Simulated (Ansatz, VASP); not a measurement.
## CO2 in VASP and in Ansatz

```
CELL_PARAMETERS angstrom
4.22721 0.00000 0.00000
0.00000 4.22721 0.00000
0.00000 0.00000 4.68777
ATOMIC_POSITIONS crystal
C 0.50000 0.50000 0.50000
C 0.00000 0.00000 0.00000
O 0.30483 0.69517 0.50000
O 0.69517 0.30483 0.50000
O 0.19517 0.19517 0.00000
O 0.80483 0.80483 0.00000
```

Alike in both runs: task single point; functional r2SCAN; k mesh 4 × 4 × 4; occupations gaussian, width 0.1 eV; no spin polarisation.

```csv
,VASP,Ansatz
version,VASP 6.6.1,Ansatz 0.2.0
potentials or method,"VASP PAW PBE potentials, release 64 (C_h, O_h), cutoff 1480 eV","scalar-relativistic, plane waves, PAW"
valence electrons in the cell,32,32
```

|  | VASP | Ansatz | Ansatz less VASP |
| --- | --- | --- | --- |
| gap on the k mesh at the Fermi level (eV) | 7.20 | 7.19 | -0.013 |
| least direct gap on the mesh (eV) | 7.68 | 7.67 | -0.012 |
| pressure (GPa) | -2.2 | -1.7 | +0.51 |
| traceless stress, the component that is largest in VASP (GPa) | 2.34 | 2.06 | -0.282 |
| rms of the force components (eV/Å) | 0.381 | 0.337 | -0.0441 |

VASP's potentials were made for PBE, not for r2SCAN. Atom by atom the forces differ by 0.044 eV/Å (rms over components). The functional is the same, so the differences come from potentials, cutoffs and numerics.
